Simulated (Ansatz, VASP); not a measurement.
**One calculation of Bi, two programs**

```
Bi
1.0
     4.20841    0.00000    0.00000
    -2.10421    3.64459    0.00000
     0.00000    0.00000   28.00000
Bi
2
Direct
  0.33333 0.66667 0.53063
  0.66667 0.33333 0.46937
```

Alike in both runs: functional LDA; k mesh 9 × 9 × 1; occupations gaussian, width 0.02 eV; no spin polarisation.

Ansatz relaxed the structure, and its values are those at the end. VASP's run is a single point on that final structure, the one shown.

```csv
,VASP,Ansatz
version,VASP 6.6.1,Ansatz 0.2.0
potentials or method,"VASP PAW LDA potentials, release 64 (Bi_d), cutoff 520 eV","scalar-relativistic, plane waves, PAW"
valence electrons in the cell,30,30
```

|  | VASP | Ansatz | Ansatz less VASP |
| --- | --- | --- | --- |
| gap on the k mesh at the Fermi level (eV) | 0.58 | 0.57 | -0.008 |
| least direct gap on the mesh (eV) | 0.58 | 0.57 | -0.008 |
| rms of the force components (eV/Å) | 0.029 | 0.001 | -0.0271 |

LDA's correlation is that of Perdew and Zunger in VASP and of Perdew and Wang (1992) in Ansatz.

Neither program's run includes spin-orbit coupling.
